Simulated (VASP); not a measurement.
Hf, 1 atom in the cell. Symmetry: I4/mmm, No. 139, tetragonal system. Conventional cell: a = 3.552 Å, b = 3.552 Å, c = 3.729 Å, α = 90.00°, β = 90.00°, γ = 90.00°. Hf (site symmetry 4/mmm) has 14 Hf at 3.13 to 3.73 Å within 4.1 Å.  This cell differs from its parent crystal: ratio of the length along z to the lengths across it x 1.05, volume and fractional coordinates fixed.

- Program: VASP 6.6.1
- Task: single point
- Functional: PBEsol
- Potentials or basis: VASP PAW PBE potentials, release 64 (Hf_pv)
- Cutoff: 520 eV
- k mesh: 20 × 20 × 20
- Occupations: gaussian, width 0.15 eV
- Spin: no spin polarisation
- Dipole correction: no
- Further INCAR settings: ALGO = Fast; EDIFF = 1e-07; NBANDS = 11

Potentials or basis: VASP PAW PBE potentials, release 64 (Hf_pv).

Run with:

```bash
$ cat potpaw_PBE.64/Hf_pv/POTCAR > POTCAR
$ mpirun -np 1 vasp_std > vasp.out
```

Hardware: 1 thread of AMD EPYC 9R45 96-Core Processor (Zen 5), on a shared host.

**Question.** Estimate the wall time of this run.

**Answer.** Wall time 98 s on 1 thread of AMD EPYC 9R45 96-Core Processor (Zen 5) (shared host), peak memory 0.24 GiB. Counts: scf iterations 15, k points 641.
